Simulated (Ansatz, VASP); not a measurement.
ZnCl4 in VASP and in Ansatz

```
CELL_PARAMETERS angstrom
7.07564 0.00000 0.00000
-3.53782 6.12769 0.00000
0.00000 0.00000 6.10593
ATOMIC_POSITIONS crystal
Zn 0.00000 0.00000 0.50000
Cl 0.33333 0.66667 0.83572
Cl 0.33333 0.66667 0.16428
Cl 0.66667 0.33333 0.16428
Cl 0.66667 0.33333 0.83572
```

Alike in both runs: functional PBE; k mesh 3 × 3 × 4; occupations gaussian, width 0.1 eV; no spin polarisation.

Ansatz relaxed the structure, and its values are those at the end. VASP's run is a single point on that final structure, the one shown.

|  | VASP | Ansatz |
| --- | --- | --- |
| version | VASP 6.6.1 | Ansatz 0.2.0 |
| potentials or method | VASP PAW PBE potentials, release 64 (Zn, Cl), cutoff 520 eV | scalar-relativistic, plane waves, PAW |
| valence electrons in the cell | 40 | 40 |

```csv
,VASP,Ansatz,Ansatz less VASP
gap on the k mesh at the Fermi level (eV),1.05,1.01,-0.036
least direct gap on the mesh (eV),1.08,1.04,-0.038
pressure (GPa),-0.2,0.0,+0.18
rms of the force components (eV/Å),0.094,0.003,-0.0910
```
